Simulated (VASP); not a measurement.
# BaH2 (P6_3/mmc) in VASP: further runs

Runs on BaH2. Level: r2SCAN. Tasks: relaxation of shape and atoms at fixed volume, relaxation of cell and atoms.

All numbers are computed with VASP 6.6.1; they aren't measurements. Logs are shortened: lines on timing, memory, paths and dates and some standing lists are left out, and cuts for length are marked.

### 1 The cell of the first run

It takes space group P6_3/mmc (No. 194, hexagonal). Conventional cell: a = 4.394 Å, b = 4.394 Å, c = 5.940 Å, α = 90.00°, β = 90.00°, γ = 120.00°. Ba (site symmetry -6m2) has 11 H at 2.54 to 2.97 Å within 3.3 Å. H (site symmetry -6m2) has 5 Ba at 2.54 to 2.97 Å and 6 H at 2.94 Å within 3.3 Å. Within 3.9 Å of H (site symmetry -3m) lie 6 Ba at 2.94 Å and 8 H at 2.94 to 2.97 Å.

### 2 Relaxation of shape and atoms at fixed volume, r2SCAN (16.55 Å³/atom)

POSCAR reads:

```
BaH2
1.0
    4.3935815170      0.0000000000      0.0000000000
   -2.1967907585      3.8049532073      0.0000000000
    0.0000000000      0.0000000000      5.9397944420
Ba H
2 4
Direct
    0.6666666667      0.3333333333      0.7500000000
    0.3333333333      0.6666666667      0.2500000000
    0.3333333333      0.6666666667      0.7500000000
    0.6666666667      0.3333333333      0.2500000000
    0.0000000000      0.0000000000      0.5000000000
    0.0000000000      0.0000000000      0.0000000000
```

INCAR.step1 reads:

```
SYSTEM = BaH2
  ALGO = Normal
  EDIFF = 1E-4
  ENCUT = 600
  GGA = PE
  ISMEAR = 0
  LASPH = .True.
  LCHARG = .False.
  LREAL = .False.
  LWAVE = .True.
  NELM = 100
  PREC = Accurate
  SIGMA = 0.02
```

INCAR.step2 reads:

```
SYSTEM = BaH2
  ALGO = Normal
  EDIFF = 1E-6
  EDIFFG = -0.01
  ENCUT = 600
  IBRION = 2
  ISIF = 4
  ISMEAR = 0
  ISTART = 1
  LASPH = .True.
  LCHARG = .False.
  LMIXTAU = .True.
  LREAL = .False.
  LWAVE = .False.
  METAGGA = R2SCAN
  NELM = 100
  NSW = 50
  PREC = Accurate
  SIGMA = 0.02
```

KPOINTS reads:

```
k-points
0
Gamma
  6 6 6
  0 0 0
```

Potentials or basis: VASP PAW PBE potentials, release 64 (Ba_sv, H).

Run with:

```
$ cat potpaw_PBE.64/Ba_sv/POTCAR potpaw_PBE.64/H/POTCAR > POTCAR
$ cp INCAR.step1 INCAR
$ mpirun -np 1 vasp_std > vasp.out
$ cp INCAR.step2 INCAR
$ mpirun -np 1 vasp_std > vasp.out
```

OUTCAR:

```text
SYSTEM = BaH2
   EDIFF = 1E-6
   EDIFFG = -0.01
   ENCUT = 600
   IBRION = 2
   ISIF = 4
   ISMEAR = 0
   ISTART = 1
   LASPH = .True.
   LREAL = .False.
   METAGGA = R2SCAN
   NELM = 100
   NSW = 50
   PREC = Accurate

 ion  position               nearest neighbor table
   1  0.667  0.333  0.750-   3 2.54   3 2.54   3 2.54   2 3.91   2 3.91   2 3.91   2 3.91   2 3.91
                             2 3.91
   2  0.333  0.667  0.250-   4 2.54   4 2.54   4 2.54   1 3.91   1 3.91   1 3.91   1 3.91   1 3.91
                             1 3.91
   3  0.333  0.667  0.750-   1 2.54   1 2.54   1 2.54
   4  0.667  0.333  0.250-   2 2.54   2 2.54   2 2.54
   5  0.000  0.000  0.500-
   6  0.000  0.000  0.000-

  LATTYP: Found a hexagonal cell.
 ALAT       =     4.3935815170
 C/A-ratio  =     1.3519253982

  Lattice vectors:

 A1 = (   4.3935815170,   0.0000000000,   0.0000000000)
 A2 = (  -2.1967907585,   3.8049532073,   0.0000000000)
 A3 = (   0.0000000000,   0.0000000000,   5.9397944420)

Analysis of symmetry for initial positions (statically):
=====================================================================
 Subroutine PRICEL returns:
 Original cell was already a primitive cell.

 Routine SETGRP: Setting up the symmetry group for a
 hexagonal supercell.

 Subroutine GETGRP returns: Found 24 space group operations
 (whereof 12 operations were pure point group operations)
 out of a pool of 24 trial point group operations.

The static configuration has the point symmetry D_3d.
 The point group associated with its full space group is D_6h.

Analysis of symmetry for dynamics (positions and initial velocities):
=====================================================================
 Subroutine PRICEL returns:
 Original cell was already a primitive cell.

 Routine SETGRP: Setting up the symmetry group for a
 hexagonal supercell.

 Subroutine GETGRP returns: Found 24 space group operations
 (whereof 12 operations were pure point group operations)
 out of a pool of 24 trial point group operations.

The dynamic configuration has the point symmetry D_3d.
 The point group associated with its full space group is D_6h.

 Subroutine INISYM returns: Found 24 space group operations
 (whereof 12 operations are pure point group operations),
 and found     1 'primitive' translations

----------------------------------------------------------------------------------------

                                     Primitive cell

  volume of cell :      99.2978

  direct lattice vectors                    reciprocal lattice vectors
     4.393581517  0.000000000  0.000000000     0.227604745  0.131407661  0.000000000
    -2.196790759  3.804953207  0.000000000     0.000000000  0.262815321  0.000000000
     0.000000000  0.000000000  5.939794442     0.000000000  0.000000000  0.168355994

  length of vectors
     4.393581517  4.393581517  5.939794442     0.262815321  0.262815321  0.168355994

  position of ions in fractional coordinates (direct lattice)
     0.666666667  0.333333333  0.750000000
     0.333333333  0.666666667  0.250000000
     0.333333333  0.666666667  0.750000000
     0.666666667  0.333333333  0.250000000
     0.000000000  0.000000000  0.500000000
     0.000000000  0.000000000  0.000000000

  ion indices of the primitive-cell ions
   primitive index   ion index
                 1           1
                 2           2
                 3           3
                 4           4
                 5           5
                 6           6

----------------------------------------------------------------------------------------

 KPOINTS: k-points

Automatic generation of k-mesh.
 Grid dimensions read from file:
 generate k-points for:    6    6    6

 Generating k-lattice:

  Cartesian coordinates                     Fractional coordinates (reciprocal lattice)
     0.037934124  0.021901277  0.000000000     0.166666667  0.000000000  0.000000000
     0.000000000  0.043802554  0.000000000     0.000000000  0.166666667  0.000000000
     0.000000000  0.000000000  0.028059332     0.000000000  0.000000000  0.166666667

  Length of vectors
     0.043802554  0.043802554  0.028059332

  Shift w.r.t. Gamma in fractional coordinates (k-lattice)
     0.000000000  0.000000000  0.000000000

 Subroutine IBZKPT returns following result:
 ===========================================

 Found     28 irreducible k-points:

 Following reciprocal coordinates:
            Coordinates               Weight
  0.000000  0.000000  0.000000      1.000000
  0.166667  0.000000  0.000000      6.000000
  0.333333  0.000000  0.000000      6.000000
  0.500000  0.000000  0.000000      3.000000
  0.166667  0.166667  0.000000      6.000000
  0.333333  0.166667  0.000000     12.000000
[... 16 lines left out ...]
  0.166667  0.000000  0.500000      6.000000
  0.333333  0.000000  0.500000      6.000000
 [... further k-points ...]
   k-points           NKPTS =     28   k-points in BZ     NKDIM =     28   number of bands    NBANDS=     16
   number of dos      NEDOS =    301   number of ions     NIONS =      6
   total plane-waves  NPLWV =  62208
   dimension x,y,z NGX =    36 NGY =   36 NGZ =   48
   dimension x,y,z NGXF=    72 NGYF=   72 NGZF=   96
   ions per type =               2   4
   NGX,Y,Z   is equivalent  to a cutoff of  13.62, 13.62, 13.43 a.u.
   NGXF,Y,Z  is equivalent  to a cutoff of  27.24, 27.24, 26.87 a.u.
 SYSTEM =  BaH2
   PREC   = accura    normal or accurate (medium, high low for compatibility)
   ISTART =      1    job   : 0-new  1-cont  2-samecut
   ICHARG =      0    charge: 1-file 2-atom 10-const
   ISPIN  =      1    spin polarized calculation?
   LNONCOLLINEAR =      F non collinear calculations
   LSORBIT =      F    spin-orbit coupling
   LASPH  =      T    aspherical Exc in radial PAW
   ENCUT  =  600.0 eV  44.10 Ry    6.64 a.u.   8.78  8.78 11.86*2*pi/ulx,y,z
   NELM   =    100;   NELMIN=  2; NELMDL=  0     # of ELM steps
   EDIFF  = 0.1E-05   stopping-criterion for ELM
   LREAL  =      F    real-space projection
   EDIFFG = -.1E-01   stopping-criterion for IOM
   NSW    =     50    number of steps for IOM
   IBRION =      2    ionic relax: 0-MD 1-quasi-New 2-CG
   NFREE  =      1    steps in history (QN), initial steepest desc. (CG)
   ISIF   =      4    stress and relaxation
   ISYM   =      2    0-nonsym 1-usesym 2-fastsym
   POTIM  = 0.5000    time-step for ionic-motion
   TEBEG  =    0.0;   TEEND  =   0.0 temperature during run
   PSTRESS=    0.0 pullay stress
   NELECT =      24.0000    total number of electrons
   NUPDOWN=      -1.0000    fix difference up-down
   EMIN   =  10.00;   EMAX   =-10.00  energy-range for DOS
   EFERMI =   0.00;   METHOD = LEGACY
   ISMEAR =     0;   SIGMA  =   0.02  broadening in eV -4-tet -1-fermi 0-gaus
   EFERMI_NEDOS =   21; number of points for ismear=-14 and -15
   IALGO  =     38    algorithm
   IMIX   =      4    mixing-type and parameters
     AMIX     =   0.40;   BMIX     =  1.00
     AMIX_MAG =   1.60;   BMIX_MAG =  1.00
  volume/ion in A,a.u.               =      16.55       111.68
  Fermi-wavevector in a.u.,A,eV,Ry     =   1.019762  1.927071 14.148893  1.039914
  Thomas-Fermi vector in A             =   2.153294
   LORBIT       =      0    0 simple, 1 ext, 2 COOP (PROOUT), +10 PAW based schemes
   METAGGA = R2SCAN    functional components
   LHFCALC =     F    Hartree Fock is set to
   AEXX    =    0.0000 exact exchange contribution
   IVDW    =     0    specifies the selected vdW correction
   LEPSILON=     F    determine dielectric tensor
   LRPA    =     F    only Hartree local field effects (RPA)
 conjugate gradient relaxation of ions
 non-spin polarized calculation
 Gauss-broadening in eV      SIGMA  =   0.02
  energy-cutoff  :      600.00
  volume of cell :       99.30
 maximum number of plane-waves:      3336
 NGX is ok and might be reduce to    36
   NGX = 17   NGY = 17   NGZ = 23

--------------------------------------- Ionic step        1  -------------------------------------------

 number of electron      23.9999999 magnetization

 Free energy of the ion-electron system (eV)
  ---------------------------------------------------
  ext. energy  EPLUGINS =         0.00000000
  ---------------------------------------------------
  free energy    TOTEN  =       -70.20342201 eV

  energy without entropy =      -70.20342201  energy(sigma->0) =      -70.20342201

------------------------ aborting loop because EDIFF is reached ----------------------------------------

  FORCE on cell =-STRESS in cart. coord.  units (eV):
  Direction    XX          YY          ZZ          XY          YZ          ZX
  --------------------------------------------------------------------------------------
  -------------------------------------------------------------------------------------
  Total        1.3171614      1.3171614      0.8604585      0.0000000      0.0000000      0.0000000
  in kB       21.2525070     21.2525070     13.8835673      0.0000000      0.0000000      0.0000000
  external PRESSURE =      18.7961938 kB  Pullay stress =       0.0000000 kB
[... 65 lines left out ...]
  energy  without entropy=      -70.2043780648  energy(sigma->0) =      -70.20437806

--------------------------------------- Ionic step        3  -------------------------------------------

 number of electron      23.9999998 magnetization

 Free energy of the ion-electron system (eV)
  ---------------------------------------------------
  ext. energy  EPLUGINS =         0.00000000
  ---------------------------------------------------
  free energy    TOTEN  =       -70.20537246 eV

  energy without entropy =      -70.20537246  energy(sigma->0) =      -70.20537246

 E-fermi :   1.1459     XC(G=0):  -9.2458

 val. band max:        1.0450860721   @ k =   0.0000   0.0000   0.0000
 cond. band min:       3.2639828803   @ k =   0.3333   0.3333   0.5000
 fundamental gap:      2.2188968081
 Fermi energy:         1.1459035112

 k-point     1 :       0.0000    0.0000    0.0000
  band No.  band energies     occupation
      1     -26.6963      2.00000
      2     -26.4696      2.00000
      3     -12.2152      2.00000
      4     -11.2818      2.00000
      5     -11.2818      2.00000
      6     -10.9879      2.00000
[... 8 lines left out ...]
     15       5.4727      0.00000
     16       5.4727      0.00000
[... 420 lines left out ...]
  band No.  band energies     occupation
      1     -26.5538      2.00000
      2     -26.5538      2.00000
      3     -12.0017      2.00000
      4     -12.0017      2.00000
      5     -11.2164      2.00000
      6     -11.2164      2.00000
[... 8 lines left out ...]
     15       5.3048      0.00000
     16       5.3048      0.00000

 [... further k-points ...]
[... 5 lines left out ...]
  --------------------------------------------------------------------------------------
  -------------------------------------------------------------------------------------
  Total        1.0593637      1.0593637      1.0674991      0.0000000      0.0000000      0.0000000
  in kB       17.0929198     17.0929198     17.2241848      0.0000000      0.0000000      0.0000000
  external PRESSURE =      17.1366748 kB  Pullay stress =       0.0000000 kB
[... 21 lines left out ...]
  FREE ENERGIE OF THE ION-ELECTRON SYSTEM (eV)
  ---------------------------------------------------
  free  energy   TOTEN  =       -70.2053724587 eV

  energy  without entropy=      -70.2053724587  energy(sigma->0) =      -70.20537246

 reached required accuracy - stopping structural energy minimisation
```

Run time: 5 min. Hardware: 1 thread of Intel Xeon Platinum 8488C (Sapphire Rapids), shared host; peak memory 0.29 GiB.

Results:

| Item | Value |
| --- | --- |
| Free energy | -70.2054 eV |
| Energy gained by relaxing | 0.3 meV/atom |
| Ionic steps | 3 |
| Pressure after relaxing | 1.7 GPa |
| Band gap on the k mesh | 2.22 eV (least direct gap 3.16 eV) |

Step by step:
```
step  energy change (eV)  largest force (eV/Å)  pressure (GPa)  volume (Å³)
   1              0.0000                0.0000            1.88        99.30
   2             -0.0010                0.0000            1.83        99.30
   3             -0.0020                0.0000            1.71        99.30
```

Final structure:
```yaml
crystal:
  lattice:
    - [4.41276, 0.00000, 0.00000]
    - [-2.20638, 3.82156, 0.00000]
    - [0.00000, 0.00000, 5.88828]
  atoms:
    - { symbol: Ba, position: [0.66667, 0.33333, 0.75000] }
    - { symbol: Ba, position: [0.33333, 0.66667, 0.25000] }
    - { symbol: H, position: [0.33333, 0.66667, 0.75000] }
    - { symbol: H, position: [0.66667, 0.33333, 0.25000] }
    - { symbol: H, position: [0.00000, 0.00000, 0.50000] }
    - { symbol: H, position: [0.00000, 0.00000, 0.00000] }
```

Caveat: the PAW data sets were made with another functional, which shifts forces and pressure a little; spin-orbit coupling is left out, which moves the levels of the heavy elements. A k mesh can miss the band edges.

### 3 Relaxation of cell and atoms, r2SCAN

This run uses another cell than the first one, of 17.40 Å³/atom.

POSCAR reads:

```
BaH2
1.0
    4.4620250523      0.0000000000      0.0000000000
   -2.2310125262      3.8642270477      0.0000000000
    0.0000000000      0.0000000000      6.0552925900
Ba H
2 4
Direct
    0.6666666700      0.3333333300      0.7500000000
    0.3333333300      0.6666666700      0.2500000000
    0.3333333300      0.6666666700      0.7500000000
    0.6666666700      0.3333333300      0.2500000000
    0.0000000000      0.0000000000      0.5000000000
    0.0000000000      0.0000000000      0.0000000000
```

INCAR.step1 reads:

```
SYSTEM = BaH2
ALGO     = Normal         ! electronic algorithm
EDIFF    = 1E-4           ! SCF threshold, eV
ENCUT    = 600            ! plane-wave cutoff, eV
GGA      = PE             ! functional
ISMEAR   = 0              ! smearing method
LASPH    = .TRUE.         ! aspherical terms in the spheres
LCHARG   = .FALSE.        ! write CHGCAR
LREAL    = .FALSE.        ! projectors in reciprocal space
LWAVE    = .TRUE.         ! write WAVECAR
NELM     = 100            ! most SCF steps
PREC     = Accurate       ! precision mode
SIGMA    = 0.02           ! smearing width, eV
```

INCAR.step2 reads:

```
SYSTEM = BaH2
ALGO     = Normal         ! electronic algorithm
EDIFF    = 1E-6           ! SCF threshold, eV
EDIFFG   = -0.005         ! ionic threshold
ENCUT    = 600            ! plane-wave cutoff, eV
IBRION   = 2              ! ionic algorithm
ISIF     = 3              ! what is computed and relaxed
ISMEAR   = 0              ! smearing method
ISTART   = 1            
LASPH    = .TRUE.         ! aspherical terms in the spheres
LCHARG   = .FALSE.        ! write CHGCAR
LMIXTAU  = .TRUE.       
LREAL    = .FALSE.        ! projectors in reciprocal space
LWAVE    = .FALSE.        ! write WAVECAR
METAGGA  = R2SCAN         ! meta-GGA
NELM     = 100            ! most SCF steps
NSW      = 100            ! ionic steps
PREC     = Accurate       ! precision mode
SIGMA    = 0.02           ! smearing width, eV
```

KPOINTS reads:

```
k-points
0
G
  6 6 6
  0 0 0
```

Potentials or basis: VASP PAW PBE potentials, release 64 (Ba_sv, H).

Run with:

```
$ cat potpaw_PBE.64/Ba_sv/POTCAR potpaw_PBE.64/H/POTCAR > POTCAR
$ cp INCAR.step1 INCAR
$ mpirun -np 1 vasp_std > vasp.out
$ cp INCAR.step2 INCAR
$ mpirun -np 1 vasp_std > vasp.out
```

Wall time 2.2 min (1 thread of Intel Xeon Platinum 8488C (Sapphire Rapids), shared host); peak memory 0.28 GiB.

The run converged. Its results:

```yaml
Free_energy: -70.2319 eV
Pressure_after_relaxing: 0.0 GPa
Band_gap_on_the_k_mesh: 2.13 eV (least direct gap 3.21 eV)
```

Final structure:
```xyz
6
Lattice="4.4620 0.0000 0.0000 -2.2310 3.8642 0.0000 0.0000 0.0000 6.0553" Properties=species:S:1:pos:R:3 pbc="T T T"
Ba    2.2310    1.2881    4.5415
Ba    0.0000    2.5762    1.5138
H     0.0000    2.5762    4.5415
H     2.2310    1.2881    1.5138
H     0.0000    0.0000    3.0276
H     0.0000    0.0000    0.0000
```

Levels at points of the mesh, in eV from the valence-band top:
| k point | band 10 | band 11 | band 12 | band 13 | band 14 | band 15 |
| --- | --- | --- | --- | --- | --- | --- |
| (0.00, 0.00, 0.00) | -2.94 | -0.49 | 0.00 | 3.35 | 3.35 | 4.38 |
| (0.50, 0.00, 0.00) | -2.19 | -1.65 | -1.52 | 3.12 | 4.43 | 4.52 |
| (0.00, 0.00, 0.50) | -3.22 | -0.44 | -0.44 | 3.19 | 3.19 | 3.19 |
| (0.50, 0.00, 0.50) | -2.23 | -1.36 | -1.36 | 2.94 | 2.94 | 4.50 |

Caveat: the PAW data sets were made with another functional, which shifts forces and pressure a little; spin-orbit coupling is left out, which moves the levels of the heavy elements. A k mesh can miss the band edges.
